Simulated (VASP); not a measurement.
# ZnS (zincblende type) (F-43m) in VASP: a series of runs

ZnS (zincblende type) is run at these levels: PBE; tasks: single point, relaxation of cell and atoms.

Program: VASP 6.6.1. These are calculated values, not measurements. Logs are shortened: lines on timing, memory, paths and dates and some standing lists are left out, and cuts for length are marked.

### 1 The cell of the first run

It takes space group F-43m (No. 216, cubic). The conventional cell has a = 4.559 Å, b = 4.559 Å, c = 4.559 Å, α = 90.00°, β = 90.00°, γ = 90.00°. Within 2.6 Å of Zn (site symmetry -43m) lie 4 S at 1.97 Å. S (site symmetry -43m) has 4 Zn at 1.97 Å within 2.6 Å.

### 2 Single point, PBE

The input, INCAR:

```
ALGO = Normal
EDIFF = 1E-6
ENCUT = 520
GGA = PE
ISIF = 2
ISMEAR = -1
LASPH = True
LCHARG = False
LREAL = False
LWAVE = False
NBANDS = 16
NELM = 80
PREC = Accurate
SIGMA = 0.08
```

The input, KPOINTS:

```
k-points
0
Gamma
  14 14 14
```

The input, POSCAR:

```
ZnS
1.0
    0.0000000000      2.2792956592      2.2792956592
    2.2792956592      0.0000000000      2.2792956592
    2.2792956592      2.2792956592      0.0000000000
Zn S
1 1
Direct
    0.0000000000      0.0000000000      0.0000000000
    0.2500000000      0.2500000000      0.2500000000
```

Potentials or basis: VASP PAW PBE potentials, release 64 (Zn, S).

The run is started by

```bash
$ cat potpaw_PBE.64/Zn/POTCAR potpaw_PBE.64/S/POTCAR > POTCAR
$ mpirun -np 1 vasp_std > vasp.out
```

OUTCAR:

```text
EDIFF = 1E-6
   ENCUT = 520
   GGA = PE
   ISIF = 2
   ISMEAR = -1
   LASPH = True
   LREAL = False
   NELM = 80
   PREC = Accurate

 ion  position               nearest neighbor table
   1  0.000  0.000  0.000-   2 1.97   2 1.97   2 1.97   2 1.97
   2  0.250  0.250  0.250-   1 1.97   1 1.97   1 1.97   1 1.97

  LATTYP: Found a face centered cubic cell.
 ALAT       =     4.5585913184

  Lattice vectors:

 A1 = (   0.0000000000,   2.2792956592,   2.2792956592)
 A2 = (   2.2792956592,   0.0000000000,   2.2792956592)
 A3 = (   2.2792956592,   2.2792956592,   0.0000000000)

Analysis of symmetry for initial positions (statically):
=====================================================================
 Subroutine PRICEL returns:
 Original cell was already a primitive cell.

 Routine SETGRP: Setting up the symmetry group for a
 face centered cubic supercell.

 Subroutine GETGRP returns: Found 24 space group operations
 (whereof 24 operations were pure point group operations)
 out of a pool of 48 trial point group operations.

The static configuration has the point symmetry T_d .

Analysis of symmetry for dynamics (positions and initial velocities):
=====================================================================
 Subroutine PRICEL returns:
 Original cell was already a primitive cell.

 Routine SETGRP: Setting up the symmetry group for a
 face centered cubic supercell.

 Subroutine GETGRP returns: Found 24 space group operations
 (whereof 24 operations were pure point group operations)
 out of a pool of 48 trial point group operations.

The dynamic configuration has the point symmetry T_d .

 Subroutine INISYM returns: Found 24 space group operations
 (whereof 24 operations are pure point group operations),
 and found     1 'primitive' translations

----------------------------------------------------------------------------------------

                                     Primitive cell

  volume of cell :      23.6827

  direct lattice vectors                    reciprocal lattice vectors
     0.000000000  2.279295659  2.279295659    -0.219366012  0.219366012  0.219366012
     2.279295659  0.000000000  2.279295659     0.219366012 -0.219366012  0.219366012
     2.279295659  2.279295659  0.000000000     0.219366012  0.219366012 -0.219366012

  length of vectors
     3.223410834  3.223410834  3.223410834     0.379953079  0.379953079  0.379953079

  position of ions in fractional coordinates (direct lattice)
     0.000000000  0.000000000  0.000000000
     0.250000000  0.250000000  0.250000000

  ion indices of the primitive-cell ions
   primitive index   ion index
                 1           1
                 2           2

----------------------------------------------------------------------------------------

 KPOINTS: k-points

Automatic generation of k-mesh.
 Grid dimensions read from file:
 generate k-points for:   14   14   14

 Generating k-lattice:

  Cartesian coordinates                     Fractional coordinates (reciprocal lattice)
    -0.015669001  0.015669001  0.015669001     0.071428571  0.000000000  0.000000000
     0.015669001 -0.015669001  0.015669001     0.000000000  0.071428571  0.000000000
     0.015669001  0.015669001 -0.015669001     0.000000000  0.000000000  0.071428571

  Length of vectors
     0.027139506  0.027139506  0.027139506

  Shift w.r.t. Gamma in fractional coordinates (k-lattice)
     0.000000000  0.000000000  0.000000000

 Subroutine IBZKPT returns following result:
 ===========================================

 Found    104 irreducible k-points:

 Following reciprocal coordinates:
            Coordinates               Weight
  0.000000  0.000000  0.000000      1.000000
  0.071429  0.000000  0.000000      8.000000
  0.142857  0.000000  0.000000      8.000000
  0.214286  0.000000  0.000000      8.000000
  0.285714  0.000000  0.000000      8.000000
  0.357143  0.000000  0.000000      8.000000
[... 16 lines left out ...]
  0.214286  0.142857  0.000000     24.000000
  0.285714  0.142857  0.000000     24.000000
 [... further k-points ...]
   k-points           NKPTS =    104   k-points in BZ     NKDIM =    104   number of bands    NBANDS=     16
   number of dos      NEDOS =    301   number of ions     NIONS =      2
   total plane-waves  NPLWV =  13824
   dimension x,y,z NGX =    24 NGY =   24 NGZ =   24
   dimension x,y,z NGXF=    48 NGYF=   48 NGZF=   48
   ions per type =               1   1
   NGX,Y,Z   is equivalent  to a cutoff of  12.38, 12.38, 12.38 a.u.
   NGXF,Y,Z  is equivalent  to a cutoff of  24.76, 24.76, 24.76 a.u.
 SYSTEM =  unknown system
   PREC   = accura    normal or accurate (medium, high low for compatibility)
   ISTART =      0    job   : 0-new  1-cont  2-samecut
   ICHARG =      2    charge: 1-file 2-atom 10-const
   ISPIN  =      1    spin polarized calculation?
   LNONCOLLINEAR =      F non collinear calculations
   LSORBIT =      F    spin-orbit coupling
   LASPH  =      T    aspherical Exc in radial PAW
   ENCUT  =  520.0 eV  38.22 Ry    6.18 a.u.   5.99  5.99  5.99*2*pi/ulx,y,z
   NELM   =     80;   NELMIN=  2; NELMDL= -5     # of ELM steps
   EDIFF  = 0.1E-05   stopping-criterion for ELM
   LREAL  =      F    real-space projection
   EDIFFG = 0.1E-04   stopping-criterion for IOM
   NSW    =      0    number of steps for IOM
   IBRION =     -1    ionic relax: 0-MD 1-quasi-New 2-CG
   NFREE  =      0    steps in history (QN), initial steepest desc. (CG)
   ISIF   =      2    stress and relaxation
   ISYM   =      2    0-nonsym 1-usesym 2-fastsym
   POTIM  = 0.5000    time-step for ionic-motion
   TEBEG  =    0.0;   TEEND  =   0.0 temperature during run
   PSTRESS=    0.0 pullay stress
   NELECT =      18.0000    total number of electrons
   NUPDOWN=      -1.0000    fix difference up-down
   EMIN   =  10.00;   EMAX   =-10.00  energy-range for DOS
   EFERMI =   0.00;   METHOD = LEGACY
   ISMEAR =    -1;   SIGMA  =   0.08  broadening in eV -4-tet -1-fermi 0-gaus
   EFERMI_NEDOS =   21; number of points for ismear=-14 and -15
   IALGO  =     38    algorithm
   IMIX   =      4    mixing-type and parameters
     AMIX     =   0.40;   BMIX     =  1.00
     AMIX_MAG =   1.60;   BMIX_MAG =  1.00
  volume/ion in A,a.u.               =      11.84        79.91
  Fermi-wavevector in a.u.,A,eV,Ry     =   1.494015  2.823279 30.369310  2.232081
  Thomas-Fermi vector in A             =   2.606342
   LORBIT       =      0    0 simple, 1 ext, 2 COOP (PROOUT), +10 PAW based schemes
   GGA     = PE    functional components
   LHFCALC =     F    Hartree Fock is set to
   AEXX    =    0.0000 exact exchange contribution
   IVDW    =     0    specifies the selected vdW correction
   LEPSILON=     F    determine dielectric tensor
   LRPA    =     F    only Hartree local field effects (RPA)
 non-spin polarized calculation
  energy-cutoff  :      520.00
  volume of cell :       23.68
 maximum number of plane-waves:       648
   NGX = 11   NGY = 11   NGZ = 11

 number of electron      18.0000018 magnetization

 Free energy of the ion-electron system (eV)
  ---------------------------------------------------
  ext. energy  EPLUGINS =         0.00000000
  ---------------------------------------------------
  free energy    TOTEN  =        -2.96042887 eV

  energy without entropy =       -2.96042872  energy(sigma->0) =       -2.96042879

 E-fermi :   9.5046     XC(G=0): -12.2528

 val. band max:        8.5891714069   @ k =   0.0000   0.0000   0.0000
 cond. band min:      10.3931896195   @ k =   0.5000   0.5000   0.0000
 fundamental gap:      1.8040182126
 Fermi energy:         9.5045651537

 k-point     1 :       0.0000    0.0000    0.0000
  band No.  band energies     occupation
      1      -9.6292      2.00000
      2      -1.4460      2.00000
      3      -1.4460      2.00000
      4      -1.4460      2.00000
      5      -0.2000      2.00000
      6      -0.2000      2.00000
[... 8 lines left out ...]
     15      20.6261      0.00000
     16      23.1593      0.00000

 k-point     2 :       0.0714    0.0000    0.0000
  band No.  band energies     occupation
      1      -9.5481      2.00000
      2      -1.4646      2.00000
      3      -1.4284      2.00000
      4      -1.4284      2.00000
      5      -0.2035      2.00000
      6      -0.2035      2.00000
[... 8 lines left out ...]
     15      20.2288      0.00000
     16      23.2120      0.00000

 k-point     3 :       0.1429    0.0000    0.0000
  band No.  band energies     occupation
      1      -9.3111      2.00000
      2      -1.5130      2.00000
      3      -1.3806      2.00000
      4      -1.3806      2.00000
      5      -0.2099      2.00000
      6      -0.2099      2.00000
[... 8 lines left out ...]
     15      19.6014      0.00000
     16      22.8603      0.00000

 k-point     4 :       0.2143    0.0000    0.0000
  band No.  band energies     occupation
      1      -8.9384      2.00000
      2      -1.5710      2.00000
      3      -1.3176      2.00000
      4      -1.3176      2.00000
      5      -0.2085      2.00000
      6      -0.2085      2.00000
[... 8 lines left out ...]
     15      19.3975      0.00000
     16      22.3827      0.00000
[... 324 lines left out ...]
 k-point    22 :       0.1429    0.1429    0.0000
  band No.  band energies     occupation
      1      -9.2045      2.00000
      2      -1.5759      2.00000
      3      -1.3316      2.00000
      4      -1.3316      2.00000
      5      -0.2835      2.00000
      6      -0.1513      2.00000
[... 8 lines left out ...]
     15      20.8989      0.00000
     16      24.9219      0.00000

 k-point    23 :       0.2143    0.1429    0.0000
  band No.  band energies     occupation
      1      -8.9279      2.00000
      2      -1.6367      2.00000
      3      -1.2701      2.00000
      4      -1.2655      2.00000
      5      -0.3127      2.00000
      6      -0.1300      2.00000
[... 8 lines left out ...]
     15      20.9002      0.00000
     16      24.7434      0.00000

 k-point    24 :       0.2857    0.1429    0.0000
  band No.  band energies     occupation
      1      -8.5335      2.00000
      2      -1.6809      2.00000
      3      -1.2106      2.00000
      4      -1.1943      2.00000
      5      -0.3123      2.00000
      6      -0.1077      2.00000
[... 8 lines left out ...]
     15      21.1398      0.00000
     16      24.2082      0.00000

 [... further k-points ...]

------------------------ aborting loop because EDIFF is reached ----------------------------------------

  FORCE on cell =-STRESS in cart. coord.  units (eV):
  Direction    XX          YY          ZZ          XY          YZ          ZX
  --------------------------------------------------------------------------------------
  -------------------------------------------------------------------------------------
  Total       17.8266402     17.8266402     17.8266402      0.0000000      0.0000000      0.0000000
  in kB     1206.0021873   1206.0021873   1206.0021873      0.0000000      0.0000000      0.0000000
  external PRESSURE =    1206.0021873 kB  Pullay stress =       0.0000000 kB

 VOLUME and BASIS-vectors are now :
 -----------------------------------------------------------------------------
  energy-cutoff  :      520.00
  volume of cell :       23.68
      direct lattice vectors                 reciprocal lattice vectors
     0.000000000  2.279295659  2.279295659    -0.219366012  0.219366012  0.219366012
     2.279295659  0.000000000  2.279295659     0.219366012 -0.219366012  0.219366012
     2.279295659  2.279295659  0.000000000     0.219366012  0.219366012 -0.219366012

 POSITION                                       TOTAL-FORCE (eV/Angst)
 -----------------------------------------------------------------------------------
      0.00000      0.00000      0.00000         0.000000     -0.000000      0.000000
      1.13965      1.13965      1.13965        -0.000000      0.000000     -0.000000
 -----------------------------------------------------------------------------------
    total drift:                                0.000004      0.000004      0.000004

  FREE ENERGIE OF THE ION-ELECTRON SYSTEM (eV)
  ---------------------------------------------------
  free  energy   TOTEN  =        -2.9604288660 eV

  energy  without entropy=       -2.9604287159  energy(sigma->0) =       -2.96042879
```

Run time: 33 s. Hardware: 1 thread of AMD EPYC 9R45 (Zen 5), shared host; peak memory 0.13 GiB.

What came out:

* Free energy: -2.9604 eV
* Pressure: 120.6 GPa
* Band gap on the k mesh: 1.80 eV, indirect (least direct gap 4.57 eV)

A k mesh can miss the band edges. PBE gaps usually lie below the measured ones, often by a third to a half.

### 3 Single point, PBE

The input, INCAR:

```
SYSTEM = ZnS
  ALGO = Normal
  EDIFF = 1E-6
  ENCUT = 520
  GGA = PE
  ISIF = 2
  ISMEAR = -1
  LASPH = .True.
  LCHARG = .False.
  LREAL = .False.
  LWAVE = .False.
  NBANDS = 16
  NELM = 100
  PREC = Accurate
  SIGMA = 0.08
```

The input, KPOINTS:

```
k-points
0
Gamma
  14 14 14
  0 0 0
```

The input, POSCAR:

```
ZnS
1.0
    0.0000000000      2.2792956593      2.2792956593
    2.2792956593      0.0000000000      2.2792956593
    2.2792956593      2.2792956593      0.0000000000
Zn S
1 1
Direct
    0.0000000000      0.0000000000      0.0000000000
    0.2500000000      0.2500000000      0.2500000000
```

Potentials or basis: VASP PAW PBE potentials, release 64 (Zn, S).

The run is started by

```bash
$ cat potpaw_PBE.64/Zn/POTCAR potpaw_PBE.64/S/POTCAR > POTCAR
$ mpirun -np 1 vasp_std > vasp.out
```

Run time: 32 s. Hardware: 1 thread of AMD EPYC 9R45 (Zen 5), shared host; peak memory 0.13 GiB.

It converged, with:

- Free energy: -2.9604 eV
- Pressure: 120.6 GPa
- Band gap on the k mesh: 1.80 eV, indirect (least direct gap 4.57 eV)

Levels at points of the mesh, in eV from the valence-band top:
| k point | band 7 | band 8 | band 9 | band 10 | band 11 | band 12 |
| --- | --- | --- | --- | --- | --- | --- |
| (0.00, 0.00, 0.00) | 0.00 | 0.00 | 0.00 | 4.57 | 5.35 | 5.35 |
| (0.50, 0.00, 0.00) | -8.17 | -1.92 | -1.92 | 3.96 | 5.96 | 5.96 |
| (0.50, 0.50, 0.00) | -7.22 | -4.77 | -4.77 | 1.80 | 2.96 | 14.01 |

### 4 Relaxation of cell and atoms, PBE, target pressure 120 GPa, at which the enthalpy is minimised

This run uses another cell than the first one, of 11.05 Å³/atom, 0.933 times its volume.

The input, INCAR:

```
SYSTEM = ZnS
  ALGO = Normal
  EDIFF = 1E-6
  EDIFFG = -0.005
  ENCUT = 600
  GGA = PE
  IBRION = 2
  ISIF = 3
  ISMEAR = -1
  LASPH = .TRUE.
  LCHARG = .FALSE.
  LREAL = .FALSE.
  LWAVE = .FALSE.
  NELM = 80
  NSW = 60
  PREC = Accurate
  PSTRESS = 1200.0
  SIGMA = 0.08
```

The input, KPOINTS:

```
k-points
0
G
  14 14 14
  0 0 0
```

The input, POSCAR:

```
ZnS
1.0
    0.0000000000      2.2273187106      2.2273187106
    2.2273187106      0.0000000000      2.2273187106
    2.2273187106      2.2273187106      0.0000000000
Zn S
1 1
Direct
    0.0000000000      0.0000000000      0.0000000000
    0.2500000000      0.2500000000      0.2500000000
```

The run is started by

```bash
$ cat potpaw_PBE.64/Zn/POTCAR potpaw_PBE.64/S/POTCAR > POTCAR
$ mpirun -np 1 vasp_std > vasp.out
```

Run time: 3.7 min. Hardware: 1 thread of AMD EPYC 9R45 (Zen 5), shared host; peak memory 0.16 GiB.

It converged, with:

```
Free energy                                            : -2.9824 eV
Relaxed volume                                         : 11.86 Å³/atom
Relaxed cell                                           : a = 3.225 Å, b = 3.225 Å, c = 3.225 Å, α = 60.00°, β = 60.00°, γ = 60.00°
Space group after relaxing (to 0.05 Å)                 : F-43m (No. 216)
Energy change on relaxing (the enthalpy is what falls) : -696.4 meV/atom
Ionic steps                                            : 16
Pressure after relaxing                                : 120.0 GPa
Band gap on the k mesh                                 : 1.81 eV, indirect (least direct gap 4.57 eV)
```

Step by step:
| step | energy change (eV) | largest force (eV/Å) | pressure (GPa) | volume (Å³) |
| --- | --- | --- | --- | --- |
| 1 | 0.0000 | 0.0000 | 158.61 | 22.10 |
| 2 | -4.6385 | 0.0000 | 28.50 | 31.76 |
| 3 | -1.5769 | 0.0000 | 114.93 | 23.96 |
| 4 | -1.4027 | 0.0000 | 119.74 | 23.73 |
| 5 | -1.3778 | 0.0000 | 120.55 | 23.69 |
| 6 | -1.3791 | 0.0000 | 120.32 | 23.69 |
| 7 | -1.3811 | 0.0000 | 120.35 | 23.70 |
| 8 | -1.3811 | 0.0000 | 120.35 | 23.70 |
| 9 | -1.3812 | 0.0000 | 120.34 | 23.70 |
| 10 | -1.3815 | 0.0000 | 120.32 | 23.70 |
| 11 | -1.3820 | 0.0000 | 120.29 | 23.70 |
| 12 | -1.3830 | 0.0000 | 120.23 | 23.70 |
| 13 | -1.3849 | 0.0000 | 120.25 | 23.70 |
| 14 | -1.3889 | 0.0000 | 120.09 | 23.71 |
| 15 | -1.3968 | 0.0000 | 119.91 | 23.72 |
| 16 | -1.3928 | 0.0000 | 120.03 | 23.71 |

Final structure:
```
Zn S
1.0
     0.00000    2.28023    2.28023
     2.28023    0.00000    2.28023
     2.28023    2.28023    0.00000
Zn S
1 1
Direct
  0.00000 0.00000 0.00000
  0.25000 0.25000 0.25000
```

Levels at points of the mesh, in eV from the valence-band top:
```tsv
k point	band 7	band 8	band 9	band 10	band 11	band 12
(0.00, 0.00, 0.00)	0.00	0.00	0.00	4.57	5.35	5.35
(0.50, 0.00, 0.00)	-8.16	-1.91	-1.91	3.96	5.97	5.97
(0.50, 0.50, 0.00)	-7.22	-4.77	-4.77	1.81	2.97	14.01
```

Caveat: the cell is relaxed towards a set pressure, so the enthalpy falls and the energy may rise.

[end of part 1 of 2]
